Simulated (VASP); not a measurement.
Set up this calculation in VASP 6.6.1, as the native input.

```
Task                   : relaxation of cell and atoms
Functional             : PBEsol
Potentials or basis    : VASP PAW PBE potentials, release 64 (Na_pv)
Cutoff                 : 600 eV
k mesh                 : 9 × 9 × 9
Occupations            : fermi-dirac, width 0.05 eV
Spin                   : no spin polarisation
Dipole correction      : no
Further INCAR settings : ALGO = Fast; EDIFF = 1e-06; IBRION = 2; EDIFFG = -0.01; NSW = 60; ISIF = 3
```

The structure of Na lies in POSCAR:

```
Na
1.0
   -2.1410000000      2.1410000000      2.1410000000
    2.1410000000     -2.1410000000      2.1410000000
    2.1410000000      2.1410000000     -2.1410000000
Na
1
Direct
    0.0000000000      0.0000000000      0.0000000000
```

The input as run:

INCAR

```
SYSTEM = Na
ALGO = Fast
EDIFF = 1E-6
EDIFFG = -0.01
ENCUT = 600
GGA = PS
IBRION = 2
ISIF = 3
ISMEAR = -1
LASPH = .TRUE.
LCHARG = .FALSE.
LREAL = .FALSE.
LWAVE = .FALSE.
NELM = 60
NSW = 60
PREC = Accurate
SIGMA = 0.05
```

KPOINTS

```
k-points
0
G
  9 9 9
  0 0 0
```

Potentials or basis: VASP PAW PBE potentials, release 64 (Na_pv).

Run with:

```bash
$ cat potpaw_PBE.64/Na_pv/POTCAR > POTCAR
$ mpirun -np 1 vasp_std > vasp.out
```

Results of the run:

```json
{"Relaxed volume": "36.51 Å³/atom", "Relaxed cell": "a = 3.620 Å, b = 3.620 Å, c = 3.620 Å, α = 109.47°, β = 109.47°, γ = 109.47°", "Space group after relaxing (to 0.05 Å)": "Im-3m (No. 229)", "Energy gained by relaxing": "5.7 meV/atom", "Ionic steps": "3", "Pressure after relaxing": "0.0 GPa"}
```

Caveat: the PAW data sets were made with another functional, which shifts forces and pressure a little.

Wall time 44 s on 1 thread of Intel Xeon 6975P-C (shared host), peak memory 0.16 GiB.
